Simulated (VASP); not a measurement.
# KSiSe3 (P4/mbm) in VASP: further runs

Runs on KSiSe3. Level: PBE. Tasks: single point, relaxation of cell and atoms.

Everything below comes from runs of VASP 6.6.1. Logs are shortened: lines on timing, memory, paths and dates and some standing lists are left out, and cuts for length are marked.

### Step 1. The cell of the first run

The structure is tetragonal, space group P4/mbm (No. 127). The conventional cell has a = 6.808 Å, b = 6.808 Å, c = 4.814 Å, α = 90.00°, β = 90.00°, γ = 90.00°. Within 4.2 Å of K (site symmetry mmm) lie 12 Se at 3.12 to 3.72 Å and 8 Si at 4.17 Å. Si (site symmetry 4/m) has 6 Se at 2.41 to 2.44 Å within 3.2 Å. Se (site symmetry m2m) has 2 Si at 2.44 Å and 2 K at 3.12 Å within 3.2 Å. Se (site symmetry 4/m) has 2 Si at 2.41 Å within 3.2 Å.

### Step 2. Single point, PBE

INCAR

```
PREC = Accurate ; ENCUT = 520
EDIFF = 1E-7 ; ISMEAR = 0
SIGMA = 0.1 ; LREAL = F
LASPH = T ; NELM = 60
ALGO = Normal ; ISIF = 2
LWAVE = F ; LCHARG = F
GGA = PE ; NBANDS = 42
```

KPOINTS

```
regular mesh
0
Gamma
  4 4 4
```

POSCAR

```
KSiSe3
1.0
    6.8080753400      0.0000000000      0.0000000000
    0.0000000000      6.8080753400      0.0000000000
    0.0000000000      0.0000000000      4.8140362400
K Si Se
2 2 6
Direct
    0.0000000000      0.5000000000      0.5000000000
    0.5000000000      0.0000000000      0.5000000000
    0.5000000000      0.5000000000      0.0000000000
    0.0000000000      0.0000000000      0.0000000000
    0.7941250500      0.2941250500      0.0000000000
    0.7058749500      0.7941250500      0.0000000000
    0.5000000000      0.5000000000      0.5000000000
    0.2058749500      0.7058749500      0.0000000000
    0.2941250500      0.2058749500      0.0000000000
    0.0000000000      0.0000000000      0.5000000000
```

Potentials or basis: VASP PAW PBE potentials, release 64 (K_sv, Si, Se).

Launch:

```bash
cat potpaw_PBE.64/K_sv/POTCAR potpaw_PBE.64/Si/POTCAR potpaw_PBE.64/Se/POTCAR > POTCAR
mpirun -np 1 vasp_std > vasp.out
```

OUTCAR:

```text
PREC = Accurate
   ENCUT = 520
   EDIFF = 1E-7
   ISMEAR = 0
   LREAL = F
   LASPH = T
   NELM = 60
   ISIF = 2
   GGA = PE

 ion  position               nearest neighbor table
   1  0.000  0.500  0.500-   5 3.12   8 3.12   5 3.12   8 3.12
   2  0.500  0.000  0.500-   6 3.12   9 3.12   6 3.12   9 3.12
   3  0.500  0.500  0.000-   7 2.41   7 2.41   5 2.44   8 2.44   9 2.44   6 2.44
   4  0.000  0.000  0.000-  10 2.41  10 2.41   8 2.44   9 2.44   5 2.44   6 2.44
   5  0.794  0.294  0.000-   3 2.44   4 2.44   1 3.12   1 3.12
   6  0.706  0.794  0.000-   3 2.44   4 2.44   2 3.12   2 3.12
   7  0.500  0.500  0.500-   3 2.41   3 2.41
   8  0.206  0.706  0.000-   3 2.44   4 2.44   1 3.12   1 3.12
   9  0.294  0.206  0.000-   3 2.44   4 2.44   2 3.12   2 3.12
  10  0.000  0.000  0.500-   4 2.41   4 2.41

  LATTYP: Found a simple tetragonal cell.
 ALAT       =     6.8080753400
 C/A-ratio  =     0.7071067812

  Lattice vectors:

 A1 = (   6.8080753400,   0.0000000000,   0.0000000000)
 A2 = (   0.0000000000,   6.8080753400,   0.0000000000)
 A3 = (   0.0000000000,   0.0000000000,   4.8140362400)

Analysis of symmetry for initial positions (statically):
=====================================================================
 Subroutine PRICEL returns:
 Original cell was already a primitive cell.

 Routine SETGRP: Setting up the symmetry group for a
 simple tetragonal supercell.

 Subroutine GETGRP returns: Found 16 space group operations
 (whereof  8 operations were pure point group operations)
 out of a pool of 16 trial point group operations.

The static configuration has the point symmetry C_4h.
 The point group associated with its full space group is D_4h.

Analysis of symmetry for dynamics (positions and initial velocities):
=====================================================================
 Subroutine PRICEL returns:
 Original cell was already a primitive cell.

 Routine SETGRP: Setting up the symmetry group for a
 simple tetragonal supercell.

 Subroutine GETGRP returns: Found 16 space group operations
 (whereof  8 operations were pure point group operations)
 out of a pool of 16 trial point group operations.

The dynamic configuration has the point symmetry C_4h.
 The point group associated with its full space group is D_4h.

 Subroutine INISYM returns: Found 16 space group operations
 (whereof  8 operations are pure point group operations),
 and found     1 'primitive' translations

----------------------------------------------------------------------------------------

                                     Primitive cell

  volume of cell :     223.1300

  direct lattice vectors                    reciprocal lattice vectors
     6.808075340  0.000000000  0.000000000     0.146884391  0.000000000  0.000000000
     0.000000000  6.808075340  0.000000000     0.000000000  0.146884391  0.000000000
     0.000000000  0.000000000  4.814036240     0.000000000  0.000000000  0.207725898

  length of vectors
     6.808075340  6.808075340  4.814036240     0.146884391  0.146884391  0.207725898

  position of ions in fractional coordinates (direct lattice)
     0.000000000  0.500000000  0.500000000
     0.500000000  0.000000000  0.500000000
     0.500000000  0.500000000  0.000000000
     0.000000000  0.000000000  0.000000000
     0.794125050  0.294125050  0.000000000
     0.705874950  0.794125050  0.000000000
     0.500000000  0.500000000  0.500000000
     0.205874950  0.705874950  0.000000000
     0.294125050  0.205874950  0.000000000
     0.000000000  0.000000000  0.500000000

  ion indices of the primitive-cell ions
   primitive index   ion index
                 1           1
                 2           2
                 3           3
                 4           4
                 5           5
                 6           6
                 7           7
                 8           8
                 9           9
                10          10

----------------------------------------------------------------------------------------

 KPOINTS: regular mesh

Automatic generation of k-mesh.
 Grid dimensions read from file:
 generate k-points for:    4    4    4

 Generating k-lattice:

  Cartesian coordinates                     Fractional coordinates (reciprocal lattice)
     0.036721098  0.000000000  0.000000000     0.250000000  0.000000000  0.000000000
     0.000000000  0.036721098  0.000000000     0.000000000  0.250000000  0.000000000
     0.000000000  0.000000000  0.051931474     0.000000000  0.000000000  0.250000000

  Length of vectors
     0.036721098  0.036721098  0.051931474

  Shift w.r.t. Gamma in fractional coordinates (k-lattice)
     0.000000000  0.000000000  0.000000000

 Subroutine IBZKPT returns following result:
 ===========================================

 Found     18 irreducible k-points:

 Following reciprocal coordinates:
            Coordinates               Weight
  0.000000  0.000000  0.000000      1.000000
  0.250000  0.000000  0.000000      4.000000
  0.500000  0.000000  0.000000      2.000000
  0.250000  0.250000  0.000000      4.000000
  0.500000  0.250000  0.000000      4.000000
  0.500000  0.500000  0.000000      1.000000
[... 10 lines left out ...]
  0.500000  0.250000  0.500000      4.000000
  0.500000  0.500000  0.500000      1.000000
   k-points           NKPTS =     18   k-points in BZ     NKDIM =     18   number of bands    NBANDS=     42
   number of dos      NEDOS =    301   number of ions     NIONS =     10
   total plane-waves  NPLWV = 104976
   dimension x,y,z NGX =    54 NGY =   54 NGZ =   36
   dimension x,y,z NGXF=   108 NGYF=  108 NGZF=   72
   ions per type =               2   2   6
   NGX,Y,Z   is equivalent  to a cutoff of  13.19, 13.19, 12.43 a.u.
   NGXF,Y,Z  is equivalent  to a cutoff of  26.37, 26.37, 24.86 a.u.
 SYSTEM =  unknown system
   PREC   = accura    normal or accurate (medium, high low for compatibility)
   ISTART =      0    job   : 0-new  1-cont  2-samecut
   ICHARG =      2    charge: 1-file 2-atom 10-const
   ISPIN  =      1    spin polarized calculation?
   LNONCOLLINEAR =      F non collinear calculations
   LSORBIT =      F    spin-orbit coupling
   LASPH  =      T    aspherical Exc in radial PAW
   ENCUT  =  520.0 eV  38.22 Ry    6.18 a.u.  12.66 12.66  8.95*2*pi/ulx,y,z
   NELM   =     60;   NELMIN=  2; NELMDL= -5     # of ELM steps
   EDIFF  = 0.1E-06   stopping-criterion for ELM
   LREAL  =      F    real-space projection
   EDIFFG = 0.1E-05   stopping-criterion for IOM
   NSW    =      0    number of steps for IOM
   IBRION =     -1    ionic relax: 0-MD 1-quasi-New 2-CG
   NFREE  =      0    steps in history (QN), initial steepest desc. (CG)
   ISIF   =      2    stress and relaxation
   ISYM   =      2    0-nonsym 1-usesym 2-fastsym
   POTIM  = 0.5000    time-step for ionic-motion
   TEBEG  =    0.0;   TEEND  =   0.0 temperature during run
   PSTRESS=    0.0 pullay stress
   NELECT =      62.0000    total number of electrons
   NUPDOWN=      -1.0000    fix difference up-down
   EMIN   =  10.00;   EMAX   =-10.00  energy-range for DOS
   EFERMI =   0.00;   METHOD = LEGACY
   ISMEAR =     0;   SIGMA  =   0.10  broadening in eV -4-tet -1-fermi 0-gaus
   EFERMI_NEDOS =   21; number of points for ismear=-14 and -15
   IALGO  =     38    algorithm
   IMIX   =      4    mixing-type and parameters
     AMIX     =   0.40;   BMIX     =  1.00
     AMIX_MAG =   1.60;   BMIX_MAG =  1.00
  volume/ion in A,a.u.               =      22.31       150.58
  Fermi-wavevector in a.u.,A,eV,Ry     =   1.068282  2.018761 15.527338  1.141227
  Thomas-Fermi vector in A             =   2.203926
   LORBIT       =      0    0 simple, 1 ext, 2 COOP (PROOUT), +10 PAW based schemes
   GGA     = PE    functional components
   LHFCALC =     F    Hartree Fock is set to
   AEXX    =    0.0000 exact exchange contribution
   IVDW    =     0    specifies the selected vdW correction
   LEPSILON=     F    determine dielectric tensor
   LRPA    =     F    only Hartree local field effects (RPA)
 non-spin polarized calculation
 Gauss-broadening in eV      SIGMA  =   0.10
  energy-cutoff  :      520.00
  volume of cell :      223.13
 maximum number of plane-waves:      6043
 NGX is ok and might be reduce to    54
   NGX = 25   NGY = 25   NGZ = 17

 number of electron      61.9999993 magnetization

 Free energy of the ion-electron system (eV)
  ---------------------------------------------------
  ext. energy  EPLUGINS =         0.00000000
  ---------------------------------------------------
  free energy    TOTEN  =       -36.12776800 eV

  energy without entropy =      -36.06537693  energy(sigma->0) =      -36.09657246

 E-fermi :   3.5848     XC(G=0):  -9.5590

 val. band max:        3.5480413153   @ k =   0.5000   0.0000   0.2500
 cond. band min:       3.5907736209   @ k =   0.2500   0.0000   0.2500
 fundamental gap:      0.0427323056
 Fermi energy:         3.5848301285

 k-point     1 :       0.0000    0.0000    0.0000
  band No.  band energies     occupation
      1     -25.4968      2.00000
      2     -25.4936      2.00000
      3     -11.0494      2.00000
      4      -9.6753      2.00000
      5      -9.6179      2.00000
      6      -9.6179      2.00000
[... 34 lines left out ...]
     41       8.5054      0.00000
     42       9.2660      0.00000

 k-point     2 :       0.2500    0.0000    0.0000
  band No.  band energies     occupation
      1     -25.4963      2.00000
      2     -25.4941      2.00000
      3     -10.9506      2.00000
      4     -10.2096      2.00000
      5      -9.5310      2.00000
      6      -9.1897      2.00000
[... 709 lines left out ...]
     41      10.3568      0.00000
     42      10.3574      0.00000

 k-point    18 :       0.5000    0.5000    0.5000
  band No.  band energies     occupation
      1     -25.4931      2.00000
      2     -25.4931      2.00000
      3      -9.7361      2.00000
      4      -9.7361      2.00000
      5      -9.6461      2.00000
      6      -9.6461      2.00000
[... 34 lines left out ...]
     41      10.5385      0.00000
     42      10.5385      0.00000

------------------------ aborting loop because EDIFF is reached ----------------------------------------

  FORCE on cell =-STRESS in cart. coord.  units (eV):
  Direction    XX          YY          ZZ          XY          YZ          ZX
  --------------------------------------------------------------------------------------
  -------------------------------------------------------------------------------------
  Total        6.4932435      6.4932435     13.6248822      0.0000000      0.0000000     -0.0000000
  in kB       46.6245021     46.6245021     97.8329787      0.0000000      0.0000000     -0.0000000
  external PRESSURE =      63.6939943 kB  Pullay stress =       0.0000000 kB

 VOLUME and BASIS-vectors are now :
 -----------------------------------------------------------------------------
  energy-cutoff  :      520.00
  volume of cell :      223.13
      direct lattice vectors                 reciprocal lattice vectors
     6.808075340  0.000000000  0.000000000     0.146884391  0.000000000  0.000000000
     0.000000000  6.808075340  0.000000000     0.000000000  0.146884391  0.000000000
     0.000000000  0.000000000  4.814036240     0.000000000  0.000000000  0.207725898

 POSITION                                       TOTAL-FORCE (eV/Angst)
 -----------------------------------------------------------------------------------
      0.00000      3.40404      2.40702         0.000000      0.000000      0.000000
      3.40404      0.00000      2.40702         0.000000      0.000000      0.000000
      3.40404      3.40404      0.00000         0.000000      0.000000      0.000000
      0.00000      0.00000      0.00000         0.000000      0.000000      0.000000
      5.40646      2.00243      0.00000        -0.070461     -0.070461      0.000000
      4.80565      5.40646      0.00000         0.070461     -0.070461     -0.000000
      3.40404      3.40404      2.40702         0.000000      0.000000      0.000000
      1.40161      4.80565      0.00000         0.070461      0.070461     -0.000000
      2.00243      1.40161      0.00000        -0.070461      0.070461      0.000000
      0.00000      0.00000      2.40702         0.000000      0.000000      0.000000
 -----------------------------------------------------------------------------------
    total drift:                               -0.000000      0.000000      0.000000

  FREE ENERGIE OF THE ION-ELECTRON SYSTEM (eV)
  ---------------------------------------------------
  free  energy   TOTEN  =       -36.1277679959 eV

  energy  without entropy=      -36.0653769338  energy(sigma->0) =      -36.09657246
```

Wall time 4.2 min (1 thread of Oxide Virtual Turin-like, shared host); peak memory 0.36 GiB.

What came out:

| Quantity | Value |
| --- | --- |
| Free energy | -36.1278 eV |
| Pressure | 6.4 GPa |
| Largest force | 0.100 eV/Å |
| Band gap on the k mesh | zero (bands 31 and 32 overlap by 1.49 eV) |

Forces in eV/Å, atoms in the order of the input:
```
K    0.000  0.000  0.000
K    0.000  0.000  0.000
Si   0.000  0.000  0.000
Si   0.000  0.000  0.000
Se  -0.070 -0.070  0.000
Se   0.070 -0.070  0.000
Se   0.000  0.000  0.000
Se   0.070  0.070  0.000
Se  -0.070  0.070  0.000
Se   0.000  0.000  0.000
```

Caveat: the cell stands under pressure.

### Step 3. Single point, PBE

This run uses another cell than the first one, of 24.73 Å³/atom.

INCAR

```
SYSTEM = KSiSe3
PREC = Accurate ; ENCUT = 520
EDIFF = 1E-6 ; ISMEAR = 0
SIGMA = 0.1 ; LREAL = .False.
LASPH = .True. ; NELM = 100
ALGO = Normal ; ISIF = 2
LWAVE = .False. ; LCHARG = .True.
GGA = PE ; LELF = .True.
LVHAR = .True. ; NBANDS = 42
```

KPOINTS

```
Automatic mesh
0
Gamma
  4 4 4
  0 0 0
```

POSCAR

```
KSiSe3
1.0
    6.9083459832      0.0000000000      0.0000000000
    0.0000000000      6.9083459832      0.0000000000
    0.0000000000      0.0000000000      5.1812002931
K Si Se
2 2 6
Direct
    0.0000000000      0.5000000000      0.5000000000
    0.5000000000      0.0000000000      0.5000000000
    0.5000000000      0.5000000000      0.0000000000
    0.0000000000      0.0000000000      0.0000000000
    0.7972077744      0.2972077744      0.0000000000
    0.7027922256      0.7972077744      0.0000000000
    0.5000000000      0.5000000000      0.5000000000
    0.2027922256      0.7027922256      0.0000000000
    0.2972077744      0.2027922256      0.0000000000
    0.0000000000      0.0000000000      0.5000000000
```

Potentials or basis: VASP PAW PBE potentials, release 64 (K_sv, Si, Se).

Launch:

```bash
cat potpaw_PBE.64/K_sv/POTCAR potpaw_PBE.64/Si/POTCAR potpaw_PBE.64/Se/POTCAR > POTCAR
mpirun -np 1 vasp_std > vasp.out
```

Wall time 3.8 min (1 thread of Oxide Virtual Turin-like, shared host); peak memory 0.39 GiB.

Results (log left out):

| Quantity | Value |
| --- | --- |
| Free energy | -36.6895 eV |
| Pressure | 0.2 GPa |
| Band gap on the k mesh | zero (bands 31 and 32 overlap by 1.24 eV) |

Stress tensor (GPa, compression positive):
```
0.22 0.00 0.00
0.00 0.22 0.00
0.00 0.00 0.10
```

Levels at points of the mesh, in eV from the Fermi level:
```csv
k point,band 29,band 30,band 31,band 32,band 33,band 34
"(0.00, 0.00, 0.00)",-0.49,-0.20,-0.15,-0.15,0.44,2.75
"(0.50, 0.00, 0.00)",-0.69,-0.69,-0.48,-0.48,0.41,0.41
"(0.50, 0.50, 0.00)",-0.49,-0.49,-0.46,-0.46,0.98,0.98
"(0.00, 0.00, 0.50)",-0.51,-0.01,0.75,0.75,1.33,1.49
"(0.50, 0.00, 0.50)",-0.24,-0.24,0.22,0.22,1.48,1.48
"(0.50, 0.50, 0.50)",-0.93,-0.93,0.58,0.58,2.27,2.27
```

[end of part 1 of 2]
